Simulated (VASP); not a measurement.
# WSe2 in VASP: single point with PBEsol

Aim: the single point of WSe2 with PBEsol.

All numbers are computed with VASP 6.6.1; they aren't measurements. Logs are shortened: lines on timing, memory, paths and dates and some standing lists are left out, and cuts for length are marked.

### 1 The cell of the first run

The cell holds a slab with vacuum, 3 atoms: a = 3.318 Å, b = 3.318 Å, c = 16.658 Å, α = 90.00°, β = 90.00°, γ = 120.00°.

### 2 Single point, PBEsol

Input file INCAR:

```
SYSTEM = WSe2
ALGO = Normal ; EDIFF = 1E-6
ENCUT = 520 ; GGA = PS
ISIF = 2 ; ISMEAR = 0
LASPH = .TRUE. ; LCHARG = .TRUE.
LELF = .TRUE. ; LREAL = .FALSE.
LVHAR = .TRUE. ; LWAVE = .FALSE.
NBANDS = 20 ; NELM = 100
PREC = Accurate ; SIGMA = 0.05
```

Input file KPOINTS:

```
k-points
0
G
  9 9 2
  0 0 0
```

Input file POSCAR:

```
WSe2
1.0
    3.3179375931      0.0000000000      0.0000000000
   -1.6589687966      2.8734182438      0.0000000000
    0.0000000000      0.0000000000     16.6581424200
W Se
1 2
Direct
    0.0000000000      0.0000000000      0.0000000000
    0.3333333333      0.6666666667      0.0997865200
    0.3333333333      0.6666666667      0.9002134800
```

Potentials or basis: VASP PAW PBE potentials, release 64 (W_sv, Se).

On the command line:

```sh
$ cat potpaw_PBE.64/W_sv/POTCAR potpaw_PBE.64/Se/POTCAR > POTCAR
$ mpirun -np 1 vasp_std > vasp.out
```

OUTCAR:

```text
SYSTEM = WSe2
   EDIFF = 1E-6
   ENCUT = 520
   GGA = PS
   ISIF = 2
   ISMEAR = 0
   LASPH = .TRUE.
   LREAL = .FALSE.
   NELM = 100
   PREC = Accurate

 ion  position               nearest neighbor table
   1  0.000  0.000  0.000-   2 2.54   3 2.54   2 2.54   3 2.54   2 2.54   3 2.54
   2  0.333  0.667  0.100-   1 2.54   1 2.54   1 2.54
   3  0.333  0.667  0.900-   1 2.54   1 2.54   1 2.54

  LATTYP: Found a hexagonal cell.
 ALAT       =     3.3179375931
 C/A-ratio  =     5.0206316281

  Lattice vectors:

 A1 = (   3.3179375931,   0.0000000000,   0.0000000000)
 A2 = (  -1.6589687966,   2.8734182438,   0.0000000000)
 A3 = (   0.0000000000,   0.0000000000,  16.6581424200)

Analysis of symmetry for initial positions (statically):
=====================================================================
 Subroutine PRICEL returns:
 Original cell was already a primitive cell.

 Routine SETGRP: Setting up the symmetry group for a
 hexagonal supercell.

 Subroutine GETGRP returns: Found 12 space group operations
 (whereof 12 operations were pure point group operations)
 out of a pool of 24 trial point group operations.

The static configuration has the point symmetry D_3h.

Analysis of symmetry for dynamics (positions and initial velocities):
=====================================================================
 Subroutine PRICEL returns:
 Original cell was already a primitive cell.

 Routine SETGRP: Setting up the symmetry group for a
 hexagonal supercell.

 Subroutine GETGRP returns: Found 12 space group operations
 (whereof 12 operations were pure point group operations)
 out of a pool of 24 trial point group operations.

The dynamic configuration has the point symmetry D_3h.

 Subroutine INISYM returns: Found 12 space group operations
 (whereof 12 operations are pure point group operations),
 and found     1 'primitive' translations

----------------------------------------------------------------------------------------

                                     Primitive cell

  volume of cell :     158.8158

  direct lattice vectors                    reciprocal lattice vectors
     3.317937593  0.000000000  0.000000000     0.301392046  0.174008779  0.000000000
    -1.658968797  2.873418244  0.000000000     0.000000000  0.348017558  0.000000000
     0.000000000  0.000000000 16.658142420     0.000000000  0.000000000  0.060030703

  length of vectors
     3.317937593  3.317937593 16.658142420     0.348017558  0.348017558  0.060030703

  position of ions in fractional coordinates (direct lattice)
     0.000000000  0.000000000  0.000000000
     0.333333333  0.666666667  0.099786520
     0.333333333  0.666666667  0.900213480

  ion indices of the primitive-cell ions
   primitive index   ion index
                 1           1
                 2           2
                 3           3

----------------------------------------------------------------------------------------

 KPOINTS: k-points

Automatic generation of k-mesh.
 Grid dimensions read from file:
 generate k-points for:    9    9    2

 Generating k-lattice:

  Cartesian coordinates                     Fractional coordinates (reciprocal lattice)
     0.033488005  0.019334309  0.000000000     0.111111111  0.000000000  0.000000000
     0.000000000  0.038668618  0.000000000     0.000000000  0.111111111  0.000000000
     0.000000000  0.000000000  0.030015351     0.000000000  0.000000000  0.500000000

  Length of vectors
     0.038668618  0.038668618  0.030015351

  Shift w.r.t. Gamma in fractional coordinates (k-lattice)
     0.000000000  0.000000000  0.000000000

 Subroutine IBZKPT returns following result:
 ===========================================

 Found     24 irreducible k-points:

 Following reciprocal coordinates:
            Coordinates               Weight
  0.000000  0.000000  0.000000      1.000000
  0.111111 -0.000000  0.000000      6.000000
  0.222222  0.000000  0.000000      6.000000
  0.333333 -0.000000  0.000000      6.000000
  0.444444  0.000000  0.000000      6.000000
  0.111111  0.111111  0.000000      6.000000
[... 16 lines left out ...]
  0.333333  0.222222  0.500000     12.000000
  0.333333  0.333333  0.500000      2.000000
   k-points           NKPTS =     24   k-points in BZ     NKDIM =     24   number of bands    NBANDS=     20
   number of dos      NEDOS =    301   number of ions     NIONS =      3
   total plane-waves  NPLWV =  98784
   dimension x,y,z NGX =    28 NGY =   28 NGZ =  126
   dimension x,y,z NGXF=    56 NGYF=   56 NGZF=  252
   ions per type =               1   2
   NGX,Y,Z   is equivalent  to a cutoff of  14.03, 14.03, 12.57 a.u.
   NGXF,Y,Z  is equivalent  to a cutoff of  28.06, 28.06, 25.15 a.u.
 SYSTEM =  WSe2
   PREC   = accura    normal or accurate (medium, high low for compatibility)
   ISTART =      0    job   : 0-new  1-cont  2-samecut
   ICHARG =      2    charge: 1-file 2-atom 10-const
   ISPIN  =      1    spin polarized calculation?
   LNONCOLLINEAR =      F non collinear calculations
   LSORBIT =      F    spin-orbit coupling
   LASPH  =      T    aspherical Exc in radial PAW
   ENCUT  =  520.0 eV  38.22 Ry    6.18 a.u.   6.17  6.17 30.97*2*pi/ulx,y,z
   NELM   =    100;   NELMIN=  2; NELMDL= -5     # of ELM steps
   EDIFF  = 0.1E-05   stopping-criterion for ELM
   LREAL  =      F    real-space projection
[... 7 lines left out ...]
   TEBEG  =    0.0;   TEEND  =   0.0 temperature during run
   PSTRESS=    0.0 pullay stress
   NELECT =      26.0000    total number of electrons
   NUPDOWN=      -1.0000    fix difference up-down
   EMIN   =  10.00;   EMAX   =-10.00  energy-range for DOS
   EFERMI =   0.00;   METHOD = LEGACY
   ISMEAR =     0;   SIGMA  =   0.05  broadening in eV -4-tet -1-fermi 0-gaus
   EFERMI_NEDOS =   21; number of points for ismear=-14 and -15
   IALGO  =     38    algorithm
   IMIX   =      4    mixing-type and parameters
     AMIX     =   0.40;   BMIX     =  1.00
     AMIX_MAG =   1.60;   BMIX_MAG =  1.00
  volume/ion in A,a.u.               =      52.94       357.25
  Fermi-wavevector in a.u.,A,eV,Ry     =   0.895574  1.692389 10.912587  0.802053
  Thomas-Fermi vector in A             =   2.017923
   LORBIT       =      0    0 simple, 1 ext, 2 COOP (PROOUT), +10 PAW based schemes
   GGA     = PS    functional components
   LHFCALC =     F    Hartree Fock is set to
   AEXX    =    0.0000 exact exchange contribution
   IVDW    =     0    specifies the selected vdW correction
   LEPSILON=     F    determine dielectric tensor
   LRPA    =     F    only Hartree local field effects (RPA)
 non-spin polarized calculation
 Gauss-broadening in eV      SIGMA  =   0.05
  energy-cutoff  :      520.00
  volume of cell :      158.82
 maximum number of plane-waves:      4298
 NGX is ok and might be reduce to    28
   NGX = 13   NGY = 13   NGZ = 61

 number of electron      25.9999999 magnetization

 Free energy of the ion-electron system (eV)
  ---------------------------------------------------
  ext. energy  EPLUGINS =         0.00000000
  ---------------------------------------------------
  free energy    TOTEN  =       -23.21864483 eV

  energy without entropy =      -23.21864483  energy(sigma->0) =      -23.21864483

 E-fermi :  -0.5332     XC(G=0):  -4.7837

 val. band max:       -0.9730921024   @ k =   0.3333   0.3333   0.0000
 cond. band min:       0.5427827883   @ k =   0.3333   0.3333   0.5000
 fundamental gap:      1.5158748907
 Fermi energy:        -0.5332014612

 k-point     1 :       0.0000    0.0000    0.0000
  band No.  band energies     occupation
      1     -74.9727      2.00000
      2     -39.2021      2.00000
      3     -39.0964      2.00000
      4     -39.0964      2.00000
      5     -15.7123      2.00000
      6     -14.4158      2.00000
[... 12 lines left out ...]
     19       4.1040      0.00000
     20       4.2189      0.00000

 k-point     2 :       0.1111   -0.0000    0.0000
  band No.  band energies     occupation
      1     -74.9716      2.00000
      2     -39.1973      2.00000
      3     -39.1218      2.00000
      4     -39.1024      2.00000
      5     -15.5325      2.00000
      6     -14.3281      2.00000
[... 12 lines left out ...]
     19       4.3441      0.00000
     20       4.7974      0.00000

 k-point     3 :       0.2222    0.0000    0.0000
  band No.  band energies     occupation
      1     -74.9689      2.00000
      2     -39.1856      2.00000
      3     -39.1851      2.00000
      4     -39.1175      2.00000
      5     -15.0377      2.00000
      6     -14.0884      2.00000
[... 12 lines left out ...]
     19       4.9889      0.00000
     20       5.6192      0.00000

 k-point     4 :       0.3333   -0.0000    0.0000
  band No.  band energies     occupation
      1     -74.9658      2.00000
      2     -39.2571      2.00000
      3     -39.1711      2.00000
      4     -39.1345      2.00000
      5     -14.3770      2.00000
      6     -13.7772      2.00000
[... 12 lines left out ...]
     19       5.5891      0.00000
     20       5.8133      0.00000

 k-point     5 :       0.4444    0.0000    0.0000
  band No.  band energies     occupation
      1     -74.9638      2.00000
      2     -39.3033      2.00000
      3     -39.1619      2.00000
      4     -39.1456      2.00000
      5     -13.8540      2.00000
      6     -13.5437      2.00000
[... 12 lines left out ...]
     19       6.0382      0.00000
     20       6.0721      0.00000

 k-point     6 :       0.1111    0.1111    0.0000
  band No.  band energies     occupation
      1     -74.9697      2.00000
      2     -39.1888      2.00000
      3     -39.1642      2.00000
      4     -39.1151      2.00000
      5     -15.1945      2.00000
      6     -14.1637      2.00000
[... 12 lines left out ...]
     19       4.7917      0.00000
     20       5.5510      0.00000

 k-point     7 :       0.2222    0.1111    0.0000
  band No.  band energies     occupation
      1     -74.9668      2.00000
      2     -39.2266      2.00000
      3     -39.1756      2.00000
      4     -39.1364      2.00000
      5     -14.6104      2.00000
      6     -13.8834      2.00000
[... 12 lines left out ...]
     19       5.5859      0.00000
     20       6.1184      0.00000
[... 277 lines left out ...]
 k-point    20 :       0.3333    0.1111    0.5000
  band No.  band energies     occupation
      1     -74.9643      2.00000
      2     -39.2806      2.00000
      3     -39.1641      2.00000
      4     -39.1553      2.00000
      5     -13.9962      2.00000
      6     -13.5986      2.00000
[... 12 lines left out ...]
     19       6.1055      0.00000
     20       6.3454      0.00000

 k-point    21 :       0.4444    0.1111    0.5000
  band No.  band energies     occupation
      1     -74.9633      2.00000
      2     -39.3017      2.00000
      3     -39.1627      2.00000
      4     -39.1595      2.00000
      5     -13.7132      2.00000
      6     -13.4731      2.00000
[... 12 lines left out ...]
     19       6.6744      0.00000
     20       7.0211      0.00000

 k-point    22 :       0.2222    0.2222    0.5000
  band No.  band energies     occupation
      1     -74.9645      2.00000
      2     -39.2613      2.00000
      3     -39.1695      2.00000
      4     -39.1649      2.00000
      5     -14.0557      2.00000
      6     -13.6186      2.00000
[... 12 lines left out ...]
     19       6.2067      0.00000
     20       6.3009      0.00000

 k-point    23 :       0.3333    0.2222    0.5000
  band No.  band energies     occupation
      1     -74.9630      2.00000
      2     -39.2781      2.00000
      3     -39.1969      2.00000
      4     -39.1579      2.00000
      5     -13.6374      2.00000
      6     -13.4216      2.00000
[... 12 lines left out ...]
     19       6.4307      0.00000
     20       7.2793      0.00000

 k-point    24 :       0.3333    0.3333    0.5000
  band No.  band energies     occupation
      1     -74.9624      2.00000
      2     -39.2568      2.00000
      3     -39.2337      2.00000
      4     -39.1555      2.00000
      5     -13.4898      2.00000
      6     -13.3453      2.00000
[... 12 lines left out ...]
     19       5.4184      0.00000
     20       7.7229      0.00000

------------------------ aborting loop because EDIFF is reached ----------------------------------------

  FORCE on cell =-STRESS in cart. coord.  units (eV):
  Direction    XX          YY          ZZ          XY          YZ          ZX
  --------------------------------------------------------------------------------------
  -------------------------------------------------------------------------------------
  Total       -1.2745710     -1.2745710     -0.2532663      0.0000000      0.0000000      0.0000000
  in kB      -12.8582240    -12.8582240     -2.5550205      0.0000000      0.0000000      0.0000000
  external PRESSURE =      -9.4238228 kB  Pullay stress =       0.0000000 kB

 VOLUME and BASIS-vectors are now :
 -----------------------------------------------------------------------------
  energy-cutoff  :      520.00
  volume of cell :      158.82
      direct lattice vectors                 reciprocal lattice vectors
     3.317937593  0.000000000  0.000000000     0.301392046  0.174008779  0.000000000
    -1.658968797  2.873418244  0.000000000     0.000000000  0.348017558  0.000000000
     0.000000000  0.000000000 16.658142420     0.000000000  0.000000000  0.060030703

 POSITION                                       TOTAL-FORCE (eV/Angst)
 -----------------------------------------------------------------------------------
      0.00000      0.00000      0.00000         0.000000     -0.000000      0.000000
     -0.00000      1.91561      1.66226        -0.000000      0.000000     -0.072526
     -0.00000      1.91561     14.99588        -0.000000      0.000000      0.072526
 -----------------------------------------------------------------------------------
    total drift:                                0.000000     -0.000000     -0.000000

  FREE ENERGIE OF THE ION-ELECTRON SYSTEM (eV)
  ---------------------------------------------------
  free  energy   TOTEN  =       -23.2186448344 eV

  energy  without entropy=      -23.2186448344  energy(sigma->0) =      -23.21864483
```

It took 3.3 min on 1 thread of Intel Xeon 6975P-C, shared host; peak memory 0.33 GiB.

Results:

| Quantity | Value |
| --- | --- |
| Free energy | -23.2186 eV |
| Largest force | 0.073 eV/Å |
| Band gap on the k mesh | 1.52 eV, direct |

Forces in eV/Å, atoms in the order of the input:
```
W    0.000  0.000  0.000
Se   0.000  0.000 -0.073
Se   0.000  0.000  0.073
```

Caveat: the PAW data sets were made with another functional, which shifts forces and pressure a little; spin-orbit coupling is left out, which moves the levels of the heavy elements.
